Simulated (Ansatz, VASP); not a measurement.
# NaF in VASP and in Ansatz

```
Na F
1.0
     3.25488    0.00000    0.00000
    -1.62744    2.81881    0.00000
     0.00000    0.00000    5.69575
Na F
2 2
Direct
  0.00000 0.00000 0.00000
  0.00000 0.00000 0.50000
  0.33333 0.66667 0.25000
  0.66667 0.33333 0.75000
```

Change from the starting cell: ordered vacancies on the anion sites of cadmium iodide (P-3m1, No. 164).

Alike in both runs: task relaxation of cell and atoms; functional PBE; k mesh 12 × 12 × 4; occupations gaussian, width 0.02 eV; no spin polarisation.

```csv
,VASP,Ansatz
version,VASP 6.6.1,Ansatz 0.2.0
potentials or method,"VASP PAW PBE potentials, release 64 (Na_pv, F), cutoff 600 eV","scalar-relativistic, plane waves, PAW"
valence electrons in the cell,28,32
```

```csv
,VASP,Ansatz,Ansatz less VASP
"gap on the k mesh at the Fermi level, each at its own relaxed structure (eV)",5.99,5.98,-0.004
relaxed volume (Å³/atom),13.02,13.06,+0.043
relaxed cell length with the largest relative difference (Å),3.251,3.255,+0.0037
```

VASP's potentials hold 28 valence electrons a cell and Ansatz's 32, so a difference there can come from the potentials and not from the codes. Ansatz's warnings: structure snapped to symmetry.
